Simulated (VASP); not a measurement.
Wanted: the native input for a VASP 6.6.1 run.

| Quantity | Value |
| --- | --- |
| Task | single point |
| Functional | PBE |
| Potentials or basis | VASP PAW PBE potentials, release 64 (Sn_d, O, H) |
| Cutoff | 520 eV |
| k mesh | 3 × 3 × 3 |
| Occupations | gaussian, width 0.02 eV |
| Spin | no spin polarisation |
| Dipole correction | no |
| Further INCAR settings | ALGO = Normal; EDIFF = 1e-06; NBANDS = 64 |

The structure of Sn4HO8 (a cell with a defect) lies in POSCAR:

```
Sn4HO8
1.0
   -4.8265176449      0.0000000000      3.2381666583
    4.8265176449      0.0000000000      3.2381666583
    0.0000000000      4.8283676020     -3.2381666583
Sn O H
4 8 1
Direct
    0.2410297293      0.7568906839      0.5019292647
    0.7740367899      0.2418752629      0.5199295511
   -0.0113862054     -0.0089759791     -0.0019292234
    0.5029870843      0.5054482791     -0.0020027473
   -0.0244377395      0.3033847438      0.2849602834
    0.4775291075      0.8053832906      0.2849047781
    0.9404339803      0.7770426788      0.2215357421
    0.4603437468      0.3059193657      0.2702163770
    0.5465588546      0.7002671915      0.7507966043
    0.0719863950      0.2194736835      0.7954835498
    1.0340576350      0.6946166300      0.7329052574
    0.5342228884      0.1948347165      0.7328356686
    0.4792887033      0.4527973468      0.4359908303
```

One way to write it, as run:

INCAR

```
SYSTEM = Sn4HO8
PREC = Accurate
ENCUT = 520
EDIFF = 1E-6
ISMEAR = 0
SIGMA = 0.02
LREAL = .FALSE.
LASPH = .TRUE.
NELM = 60
ALGO = Normal
ISIF = 2
LWAVE = .FALSE.
LCHARG = .TRUE.
GGA = PE
LELF = .TRUE.
LVHAR = .TRUE.
NBANDS = 64
```

KPOINTS

```
Automatic mesh
0
G
  3 3 3
  0 0 0
```

Potentials or basis: VASP PAW PBE potentials, release 64 (Sn_d, O, H).

Run with:

```bash
$ cat potpaw_PBE.64/Sn_d/POTCAR potpaw_PBE.64/O/POTCAR potpaw_PBE.64/H/POTCAR > POTCAR
$ mpirun -np 1 vasp_std > vasp.out
```

Results of the run:

| Property | Result |
| --- | --- |
| Pressure | 10.1 GPa |
| Largest force | 0.108 eV/Å |
| Band gap on the k mesh | zero (an odd number of electrons rules out a gap without spin polarisation) |

Caveat: the k points lie up to 0.45 Å⁻¹ apart, too coarse for converged energies and pressures of a metal; spin-orbit coupling is left out, which moves the levels of the heavy elements; an odd number of electrons without spin polarisation forces a metal; a magnetic or distorted state may lie lower.

Run time: 2.1 min on 1 thread of Intel(R) Xeon(R) 6975P-C (Granite Rapids), on a shared host, peak memory 0.36 GiB.
